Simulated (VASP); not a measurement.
# BAs (F-43m) in VASP: a series of runs

The runs below take BAs through relaxation of cell and atoms, with PBEsol.

All numbers are computed with VASP 6.6.1; they aren't measurements. Logs are shortened: lines on timing, memory, paths and dates and some standing lists are left out, and cuts for length are marked.

### 1 The cell of the first run

The structure is cubic, space group F-43m (No. 216). Conventional cell: a = 4.777 Å, b = 4.777 Å, c = 4.777 Å, α = 90.00°, β = 90.00°, γ = 90.00°. As (site symmetry -43m) has 4 B at 2.07 Å within 2.7 Å. B (site symmetry -43m) has 4 As at 2.07 Å within 2.7 Å.

### 2 Relaxation of cell and atoms, PBEsol

Input file INCAR:

```
SYSTEM = BAs
PREC     = Accurate       ! precision mode
ENCUT    = 600            ! plane-wave cutoff, eV
EDIFF    = 1E-6           ! SCF threshold, eV
ISMEAR   = -1             ! smearing method
SIGMA    = 0.05           ! smearing width, eV
LREAL    = .False.        ! projectors in reciprocal space
LASPH    = .True.         ! aspherical terms in the spheres
NELM     = 60             ! most SCF steps
ALGO     = Normal         ! electronic algorithm
ISIF     = 3              ! what is computed and relaxed
LWAVE    = .False.        ! write WAVECAR
LCHARG   = .False.        ! write CHGCAR
GGA      = PS             ! functional
IBRION   = 2              ! ionic algorithm
NSW      = 80             ! ionic steps
EDIFFG   = -0.005         ! ionic threshold
```

Input file KPOINTS:

```
Automatic mesh
0
Gamma
  10 10 10
  0 0 0
```

Input file POSCAR:

```
BAs
1.0
    0.0000000000      2.3885000000      2.3885000000
    2.3885000000      0.0000000000      2.3885000000
    2.3885000000      2.3885000000      0.0000000000
As B
1 1
Direct
    0.7500000000      0.7500000000      0.7500000000
    0.0000000000      0.0000000000      0.0000000000
```

Potentials or basis: VASP PAW PBE potentials, release 64 (As, B).

Launch:

```console
$ cat potpaw_PBE.64/As/POTCAR potpaw_PBE.64/B/POTCAR > POTCAR
$ mpirun -np 1 vasp_std > vasp.out
```

OUTCAR:

```text
SYSTEM = BAs
   PREC = Accurate
   ENCUT = 600
   EDIFF = 1E-6
   ISMEAR = -1
   LREAL = .False.
   LASPH = .True.
   NELM = 60
   ISIF = 3
   GGA = PS
   IBRION = 2
   NSW = 80
   EDIFFG = -0.005

 ion  position               nearest neighbor table
   1  0.750  0.750  0.750-   2 2.07   2 2.07   2 2.07   2 2.07
   2  0.000  0.000  0.000-   1 2.07   1 2.07   1 2.07   1 2.07

  LATTYP: Found a face centered cubic cell.
 ALAT       =     4.7770000000

  Lattice vectors:

 A1 = (   0.0000000000,   2.3885000000,   2.3885000000)
 A2 = (   2.3885000000,   0.0000000000,   2.3885000000)
 A3 = (   2.3885000000,   2.3885000000,   0.0000000000)

Analysis of symmetry for initial positions (statically):
=====================================================================
 Subroutine PRICEL returns:
 Original cell was already a primitive cell.

 Routine SETGRP: Setting up the symmetry group for a
 face centered cubic supercell.

 Subroutine GETGRP returns: Found 24 space group operations
 (whereof 24 operations were pure point group operations)
 out of a pool of 48 trial point group operations.

The static configuration has the point symmetry T_d .

Analysis of symmetry for dynamics (positions and initial velocities):
=====================================================================
 Subroutine PRICEL returns:
 Original cell was already a primitive cell.

 Routine SETGRP: Setting up the symmetry group for a
 face centered cubic supercell.

 Subroutine GETGRP returns: Found 24 space group operations
 (whereof 24 operations were pure point group operations)
 out of a pool of 48 trial point group operations.

The dynamic configuration has the point symmetry T_d .

 Subroutine INISYM returns: Found 24 space group operations
 (whereof 24 operations are pure point group operations),
 and found     1 'primitive' translations

----------------------------------------------------------------------------------------

                                     Primitive cell

  volume of cell :      27.2525

  direct lattice vectors                    reciprocal lattice vectors
     0.000000000  2.388500000  2.388500000    -0.209336404  0.209336404  0.209336404
     2.388500000  0.000000000  2.388500000     0.209336404 -0.209336404  0.209336404
     2.388500000  2.388500000  0.000000000     0.209336404  0.209336404 -0.209336404

  length of vectors
     3.377849094  3.377849094  3.377849094     0.362581287  0.362581287  0.362581287

  position of ions in fractional coordinates (direct lattice)
     0.750000000  0.750000000  0.750000000
     0.000000000  0.000000000  0.000000000

  ion indices of the primitive-cell ions
   primitive index   ion index
                 1           1
                 2           2

----------------------------------------------------------------------------------------

 KPOINTS: Automatic mesh

Automatic generation of k-mesh.
 Grid dimensions read from file:
 generate k-points for:   10   10   10

 Generating k-lattice:

  Cartesian coordinates                     Fractional coordinates (reciprocal lattice)
    -0.020933640  0.020933640  0.020933640     0.100000000  0.000000000  0.000000000
     0.020933640 -0.020933640  0.020933640     0.000000000  0.100000000  0.000000000
     0.020933640  0.020933640 -0.020933640     0.000000000  0.000000000  0.100000000

  Length of vectors
     0.036258129  0.036258129  0.036258129

  Shift w.r.t. Gamma in fractional coordinates (k-lattice)
     0.000000000  0.000000000  0.000000000

 Subroutine IBZKPT returns following result:
 ===========================================

 Found     47 irreducible k-points:

 Following reciprocal coordinates:
            Coordinates               Weight
  0.000000  0.000000  0.000000      1.000000
  0.100000  0.000000  0.000000      8.000000
  0.200000  0.000000  0.000000      8.000000
  0.300000  0.000000  0.000000      8.000000
  0.400000  0.000000  0.000000      8.000000
  0.500000  0.000000  0.000000      4.000000
[... 16 lines left out ...]
  0.300000  0.300000  0.000000      6.000000
  0.400000  0.300000  0.000000     24.000000
 [... further k-points ...]
   k-points           NKPTS =     47   k-points in BZ     NKDIM =     47   number of bands    NBANDS=      8
   number of dos      NEDOS =    301   number of ions     NIONS =      2
   total plane-waves  NPLWV =  21952
   dimension x,y,z NGX =    28 NGY =   28 NGZ =   28
   dimension x,y,z NGXF=    56 NGYF=   56 NGZF=   56
   ions per type =               1   1
   NGX,Y,Z   is equivalent  to a cutoff of  13.78, 13.78, 13.78 a.u.
   NGXF,Y,Z  is equivalent  to a cutoff of  27.56, 27.56, 27.56 a.u.
 SYSTEM =  BAs
   PREC   = accura    normal or accurate (medium, high low for compatibility)
   ISTART =      0    job   : 0-new  1-cont  2-samecut
   ICHARG =      2    charge: 1-file 2-atom 10-const
   ISPIN  =      1    spin polarized calculation?
   LNONCOLLINEAR =      F non collinear calculations
   LSORBIT =      F    spin-orbit coupling
   LASPH  =      T    aspherical Exc in radial PAW
   ENCUT  =  600.0 eV  44.10 Ry    6.64 a.u.   6.75  6.75  6.75*2*pi/ulx,y,z
   NELM   =     60;   NELMIN=  2; NELMDL= -5     # of ELM steps
   EDIFF  = 0.1E-05   stopping-criterion for ELM
   LREAL  =      F    real-space projection
   EDIFFG = -.5E-02   stopping-criterion for IOM
   NSW    =     80    number of steps for IOM
   IBRION =      2    ionic relax: 0-MD 1-quasi-New 2-CG
   NFREE  =      1    steps in history (QN), initial steepest desc. (CG)
   ISIF   =      3    stress and relaxation
   ISYM   =      2    0-nonsym 1-usesym 2-fastsym
   POTIM  = 0.5000    time-step for ionic-motion
   TEBEG  =    0.0;   TEEND  =   0.0 temperature during run
   PSTRESS=    0.0 pullay stress
   NELECT =       8.0000    total number of electrons
   NUPDOWN=      -1.0000    fix difference up-down
   EMIN   =  10.00;   EMAX   =-10.00  energy-range for DOS
   EFERMI =   0.00;   METHOD = LEGACY
   ISMEAR =    -1;   SIGMA  =   0.05  broadening in eV -4-tet -1-fermi 0-gaus
   EFERMI_NEDOS =   21; number of points for ismear=-14 and -15
   IALGO  =     38    algorithm
   IMIX   =      4    mixing-type and parameters
     AMIX     =   0.40;   BMIX     =  1.00
     AMIX_MAG =   1.60;   BMIX_MAG =  1.00
  volume/ion in A,a.u.               =      13.63        91.95
  Fermi-wavevector in a.u.,A,eV,Ry     =   1.088018  2.056057 16.106360  1.183784
  Thomas-Fermi vector in A             =   2.224191
   LORBIT       =      0    0 simple, 1 ext, 2 COOP (PROOUT), +10 PAW based schemes
   GGA     = PS    functional components
   LHFCALC =     F    Hartree Fock is set to
   AEXX    =    0.0000 exact exchange contribution
   IVDW    =     0    specifies the selected vdW correction
   LEPSILON=     F    determine dielectric tensor
   LRPA    =     F    only Hartree local field effects (RPA)
 conjugate gradient relaxation of ions
 non-spin polarized calculation
  energy-cutoff  :      600.00
  volume of cell :       27.25
 maximum number of plane-waves:       941
   NGX = 13   NGY = 13   NGZ = 13

 number of electron       8.0000000 magnetization

 Free energy of the ion-electron system (eV)
  ---------------------------------------------------
  ext. energy  EPLUGINS =         0.00000000
  ---------------------------------------------------
  free energy    TOTEN  =       -12.20477751 eV

  energy without entropy =      -12.20477730  energy(sigma->0) =      -12.20477741

 E-fermi :   6.5644     XC(G=0): -10.7310

 val. band max:        6.0435010832   @ k =   0.0000   0.0000   0.0000
 cond. band min:       7.1198265148   @ k =   0.4000   0.4000   0.0000
 fundamental gap:      1.0763254316
 Fermi energy:         6.5643700825

 k-point     1 :       0.0000    0.0000    0.0000
  band No.  band energies     occupation
      1      -9.3931      2.00000
      2       6.0435      1.99994
      3       6.0435      1.99994
      4       6.0435      1.99994
      5       9.2834      0.00000
      6       9.2834      0.00000
      7       9.2834      0.00000
      8      10.7256      0.00000

 k-point     2 :       0.1000    0.0000    0.0000
  band No.  band energies     occupation
      1      -9.2285      2.00000
      2       4.6380      2.00000
      3       5.7388      2.00000
      4       5.7388      2.00000
      5       9.4290      0.00000
      6       9.6839      0.00000
      7       9.6839      0.00000
      8      11.5940      0.00000

 k-point     3 :       0.2000    0.0000    0.0000
  band No.  band energies     occupation
      1      -8.7430      2.00000
      2       2.2614      2.00000
      3       5.1608      2.00000
      4       5.1608      2.00000
      5       9.2120      0.00000
      6      10.4018      0.00000
      7      10.4018      0.00000
      8      13.1921      0.00000

 k-point     4 :       0.3000    0.0000    0.0000
  band No.  band energies     occupation
      1      -7.9725      2.00000
      2      -0.0391      2.00000
      3       4.6515      2.00000
      4       4.6515      2.00000
      5       8.9404      0.00000
      6      10.7957      0.00000
      7      10.7957      0.00000
      8      14.4120      0.00000

 k-point     5 :       0.4000    0.0000    0.0000
  band No.  band energies     occupation
      1      -7.0493      2.00000
      2      -1.9226      2.00000
      3       4.3252      2.00000
      4       4.3252      2.00000
      5       8.7592      0.00000
      6      10.8119      0.00000
      7      10.8119      0.00000
      8      14.7640      0.00000

 k-point     6 :       0.5000    0.0000    0.0000
  band No.  band energies     occupation
      1      -6.5086      2.00000
      2      -2.7890      2.00000
      3       4.2143      2.00000
      4       4.2143      2.00000
      5       8.6977      0.00000
      6      10.7698      0.00000
      7      10.7698      0.00000
      8      14.7493      0.00000

 k-point     7 :       0.1000    0.1000    0.0000
  band No.  band energies     occupation
      1      -9.1735      2.00000
      2       5.0488      2.00000
      3       5.2004      2.00000
      4       5.2004      2.00000
      5       8.7640      0.00000
      6      10.3626      0.00000
      7      10.3626      0.00000
      8      11.4819      0.00000
[... 133 lines left out ...]
 k-point    20 :      -0.4000    0.2000    0.0000
  band No.  band energies     occupation
      1      -6.0899      2.00000
      2      -2.2303      2.00000
      3       1.4621      2.00000
      4       3.5218      2.00000
      5       9.0413      0.00000
      6      12.1065      0.00000
      7      12.5051      0.00000
      8      15.0626      0.00000

 k-point    21 :      -0.3000    0.2000    0.0000
  band No.  band energies     occupation
      1      -6.8366      2.00000
      2      -1.0202      2.00000
      3       1.3877      2.00000
      4       4.0779      2.00000
      5       9.5074      0.00000
      6      11.9457      0.00000
      7      12.1879      0.00000
      8      14.1060      0.00000

 k-point    22 :      -0.2000    0.2000    0.0000
  band No.  band energies     occupation
      1      -7.7085      2.00000
      2       0.5580      2.00000
      3       1.9319      2.00000
      4       4.7443      2.00000
      5       9.9359      0.00000
      6      11.1291      0.00000
      7      11.9919      0.00000
      8      12.9793      0.00000

 k-point    23 :       0.3000    0.3000    0.0000
  band No.  band energies     occupation
      1      -7.4729      2.00000
      2       0.8307      2.00000
      3       2.8321      2.00000
      4       2.8321      2.00000
      5       7.3519      0.00000
      6       9.5939      0.00000
      7      14.4727      0.00000
      8      14.4727      0.00000

 k-point    24 :       0.4000    0.3000    0.0000
  band No.  band energies     occupation
      1      -6.7432      2.00000
      2      -0.4168      2.00000
      3       2.0341      2.00000
      4       2.5345      2.00000
      5       7.6502      0.00000
      6       9.3358      0.00000
      7      14.8455      0.00000
      8      15.0845      0.00000

 [... further k-points ...]
[... 5 lines left out ...]
  --------------------------------------------------------------------------------------
  -------------------------------------------------------------------------------------
  Total        0.0088488      0.0088488      0.0088488      0.0000000      0.0000000      0.0000000
  in kB        0.5202223      0.5202223      0.5202223      0.0000000      0.0000000      0.0000000
  external PRESSURE =       0.5202223 kB  Pullay stress =       0.0000000 kB

 VOLUME and BASIS-vectors are now :
 -----------------------------------------------------------------------------
  energy-cutoff  :      600.00
  volume of cell :       27.25
      direct lattice vectors                 reciprocal lattice vectors
     0.000000000  2.388500000  2.388500000    -0.209336404  0.209336404  0.209336404
     2.388500000  0.000000000  2.388500000     0.209336404 -0.209336404  0.209336404
     2.388500000  2.388500000  0.000000000     0.209336404  0.209336404 -0.209336404

 POSITION                                       TOTAL-FORCE (eV/Angst)
 -----------------------------------------------------------------------------------
      3.58275      3.58275      3.58275        -0.000000     -0.000000     -0.000000
      0.00000      0.00000      0.00000         0.000000      0.000000      0.000000
 -----------------------------------------------------------------------------------
    total drift:                                0.000000      0.000000      0.000000

  FREE ENERGIE OF THE ION-ELECTRON SYSTEM (eV)
  ---------------------------------------------------
  free  energy   TOTEN  =       -12.2047775140 eV

  energy  without entropy=      -12.2047772962  energy(sigma->0) =      -12.20477741

 reached required accuracy - stopping structural energy minimisation
```

Run time: 11 s. Hardware: 1 thread of Intel Xeon 6975P-C, shared host; peak memory 0.16 GiB.

Results:

* Free energy: -12.2048 eV
* Pressure after relaxing: 0.1 GPa
* Band gap on the k mesh: 1.08 eV, indirect (least direct gap 3.24 eV)

Final structure:
```
As B
1.0
     0.00000    2.38850    2.38850
     2.38850    0.00000    2.38850
     2.38850    2.38850    0.00000
As B
1 1
Direct
  0.75000 0.75000 0.75000
  0.00000 0.00000 0.00000
```

Caveat: the relaxation stopped at its first step, so nothing moved; the PAW data sets were made with another functional, which shifts forces and pressure a little.

### 3 Relaxation of cell and atoms, PBEsol, target pressure 5 GPa, at which the enthalpy is minimised

Input file INCAR:

```
SYSTEM = BAs
  PREC = Accurate
  ENCUT = 600
  EDIFF = 1E-6
  ISMEAR = -1
  SIGMA = 0.05
  LREAL = .False.
  LASPH = .True.
  NELM = 80
  ALGO = Normal
  ISIF = 3
  LWAVE = .False.
  LCHARG = .False.
  GGA = PS
  IBRION = 2
  NSW = 80
  EDIFFG = -0.005
  PSTRESS = 50.0
```

KPOINTS is that of step 2.

POSCAR is that of step 2.

Potentials or basis: VASP PAW PBE potentials, release 64 (As, B).

Launch:

```console
$ cat potpaw_PBE.64/As/POTCAR potpaw_PBE.64/B/POTCAR > POTCAR
$ mpirun -np 1 vasp_std > vasp.out
```

It took 22 s on 1 thread of Intel Xeon 6975P-C, shared host; peak memory 0.17 GiB.

Results (log left out):

```yaml
Free_energy: -12.1914 eV
Relaxed_volume: 13.19 Å³/atom
Relaxed_cell: a = 3.341 Å, b = 3.341 Å, c = 3.341 Å, α = 60.00°, β = 60.00°, γ = 60.00°
Space_group_after_relaxing_to_0.05_Å: F-43m (No. 216)
Energy_change_on_relaxing_the_enthalpy_is_what_falls: +6.7 meV/atom
Ionic_steps: 3
Pressure_after_relaxing: 5.0 GPa
Band_gap_on_the_k_mesh: 1.04 eV, indirect (least direct gap 3.28 eV)
```

Step by step:
| step | energy change (eV) | largest force (eV/Å) | pressure (GPa) | volume (Å³) |
| --- | --- | --- | --- | --- |
| 1 | 0.0000 | 0.0000 | 0.05 | 27.25 |
| 2 | 0.0479 | 0.0000 | 9.90 | 25.63 |
| 3 | 0.0134 | 0.0000 | 4.98 | 26.38 |

Final structure:
```xyz
2
Lattice="0.0000 2.3626 2.3626 2.3626 0.0000 2.3626 2.3626 2.3626 0.0000" Properties=species:S:1:pos:R:3 pbc="T T T"
As    3.5439    3.5439    3.5439
B     0.0000    0.0000    0.0000
```

Levels at points of the mesh, in eV from the valence-band top:
| k point | band 2 | band 3 | band 4 | band 5 | band 6 | band 7 |
| --- | --- | --- | --- | --- | --- | --- |
| (0.00, 0.00, 0.00) | 0.00 | 0.00 | 0.00 | 3.28 | 3.28 | 3.28 |
| (0.50, 0.00, 0.00) | -9.08 | -1.89 | -1.89 | 2.85 | 4.76 | 4.76 |
| (0.50, 0.50, 0.00) | -8.72 | -4.24 | -4.24 | 1.28 | 1.30 | 11.66 |

Caveat: the cell is relaxed towards a set pressure, so the enthalpy falls and the energy may rise; the PAW data sets were made with another functional, which shifts forces and pressure a little. Expect the measured gap to be larger: semilocal functionals such as PBEsol lack the derivative discontinuity.

### 4 Relaxation of cell and atoms, PBEsol, target pressure 10 GPa, at which the enthalpy is minimised

Input file INCAR:

```
PREC = Accurate
ENCUT = 600
EDIFF = 1E-7
ISMEAR = -1
SIGMA = 0.05
LREAL = F
LASPH = T
NELM = 80
ALGO = Normal
ISIF = 3
LWAVE = F
LCHARG = F
GGA = PS
IBRION = 2
NSW = 80
EDIFFG = -0.005
PSTRESS = 100.0
```

Input file KPOINTS:

```
Automatic mesh
0
Gamma
  10 10 10
```

POSCAR is that of step 3.

Launch:

```console
$ cat potpaw_PBE.64/As/POTCAR potpaw_PBE.64/B/POTCAR > POTCAR
$ mpirun -np 1 vasp_std > vasp.out
```

It took 40 s on 1 thread of Intel Xeon 6975P-C, shared host; peak memory 0.17 GiB.

The run converged. Its results:

* Free energy: -12.1559 eV
* Relaxed volume: 12.81 Å³/atom
* Relaxed cell: a = 3.309 Å, b = 3.309 Å, c = 3.309 Å, α = 60.00°, β = 60.00°, γ = 60.00°
* Space group after relaxing (to 0.05 Å): F-43m (No. 216)
* Energy change on relaxing (the enthalpy is what falls): +24.4 meV/atom
* Ionic steps: 6
* Pressure after relaxing: 10.0 GPa
* Band gap on the k mesh: 1.01 eV, indirect (least direct gap 3.32 eV)

Step by step:
```csv
step,energy change (eV),largest force (eV/Å),pressure (GPa),volume (Å³)
1,0.0000,0.0000,0.05,27.25
2,0.2055,0.0000,22.80,24.05
3,0.0478,0.0000,9.88,25.63
4,0.0498,0.0000,10.10,25.60
5,0.0481,0.0000,9.91,25.62
6,0.0489,0.0000,10.00,25.61
```

Final structure:
```xyz
2
Lattice="0.0000 2.3395 2.3395 2.3395 0.0000 2.3395 2.3395 2.3395 0.0000" Properties=species:S:1:pos:R:3 pbc="T T T"
As    3.5093    3.5093    3.5093
B     2.3395    2.3395    0.0000
```

Levels at points of the mesh, in eV from the valence-band top:
```
           k point  band 1  band 2  band 3  band 4  band 5  band 6  band 7  band 8
(0.00, 0.00, 0.00)  -16.02    0.00    0.00    0.00    3.32    3.32    3.32    5.48
(0.50, 0.00, 0.00)  -12.90   -9.30   -1.94   -1.94    3.03    4.80    4.80    8.81
(0.50, 0.50, 0.00)  -11.49   -8.89   -4.37   -4.37    1.25    1.26   11.95   11.95
```

Caveat: the cell is relaxed towards a set pressure, so the enthalpy falls and the energy may rise; the PAW data sets were made with another functional, which shifts forces and pressure a little. A hybrid or GW would open this gap; PBEsol tends to underestimate it.

(Part 1 of 2 ends here.)
